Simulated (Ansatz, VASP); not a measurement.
# One calculation of TaN, two programs

Contents of POSCAR:

```
TaN
1.0
    0.0000000000      2.1790000000      2.2334750000
    2.1790000000      0.0000000000      2.2334750000
    2.1790000000      2.1790000000      0.0000000000
Ta N
1 1
Direct
    0.5000000000      0.5000000000      0.5000000000
    0.0000000000      0.0000000000      0.0000000000
```

The input INCAR.step1:

```
SYSTEM = TaN
ALGO     = Normal         ! electronic algorithm
EDIFF    = 1E-4           ! SCF threshold, eV
ENCUT    = 520            ! plane-wave cutoff, eV
GGA      = PE             ! functional
ISMEAR   = 0              ! smearing method
LASPH    = .TRUE.         ! aspherical terms in the spheres
LCHARG   = .FALSE.        ! write CHGCAR
LREAL    = .FALSE.        ! projectors in reciprocal space
LWAVE    = .TRUE.         ! write WAVECAR
NBANDS   = 15             ! bands
NELM     = 80             ! most SCF steps
PREC     = Accurate       ! precision mode
SIGMA    = 0.15           ! smearing width, eV
```

The input INCAR.step2:

```
SYSTEM = TaN
ALGO     = Normal         ! electronic algorithm
EDIFF    = 1E-7           ! SCF threshold, eV
ENCUT    = 520            ! plane-wave cutoff, eV
ISIF     = 2              ! what is computed and relaxed
ISMEAR   = 0              ! smearing method
ISTART   = 1            
LASPH    = .TRUE.         ! aspherical terms in the spheres
LCHARG   = .FALSE.        ! write CHGCAR
LMIXTAU  = .TRUE.       
LREAL    = .FALSE.        ! projectors in reciprocal space
LWAVE    = .FALSE.        ! write WAVECAR
METAGGA  = R2SCAN         ! meta-GGA
NBANDS   = 15             ! bands
NELM     = 80             ! most SCF steps
PREC     = Accurate       ! precision mode
SIGMA    = 0.15           ! smearing width, eV
```

File KPOINTS:

```
k-points
0
G
  18 18 18
  0 0 0
```

Input for Ansatz:

```yaml
crystal:
  lattice:
    - [0.0, 2.179, 2.233475]
    - [2.179, 0.0, 2.233475]
    - [2.179, 2.179, 0.0]
  atoms:
    - { symbol: Ta, position: [0.5, 0.5, 0.5] }
    - { symbol: "N", position: [0.0, 0.0, 0.0] }
basis:
  ecutwfc: 500
kpoints:
  mp_grid: { grid: [18, 18, 18] }
hamiltonian:
  xc: r2scan
scf:
  occupations: { method: gaussian, width: 0.15 }
output:
  forces: true
  stress: true
  eigenvalues: true
```

Change from the starting cell: strain +0.000 along x and y, +0.025 along z, atoms carried along.

Alike in both runs: task single point; functional r2SCAN; k mesh 18 × 18 × 18; occupations gaussian, width 0.15 eV; no spin polarisation.

```csv
,VASP,Ansatz
version,VASP 6.6.1,Ansatz 0.2.0
potentials or method,"VASP PAW PBE potentials, release 64 (Ta_pv, N), cutoff 520 eV","scalar-relativistic, plane waves, PAW"
valence electrons in the cell,16,18
```

VASP gave:

```
gap on the k mesh at the Fermi level (eV)                     : none
pressure (GPa)                                                : 3.0
traceless stress, the component that is largest in VASP (GPa) : -9.72
```

Question: Estimate Ansatz's values.

Answer: gap on the k mesh at the Fermi level (eV): none; pressure (GPa): 1.1; traceless stress, the component that is largest in VASP (GPa): -9.74.

VASP's potentials were made for PBE, not for r2SCAN. A gap of «none» marks a metal or a gap that the smearing closes. VASP's potentials hold 16 valence electrons a cell and Ansatz's 18, so a difference there can come from the potentials and not from the codes.

Spin-orbit coupling is off throughout.
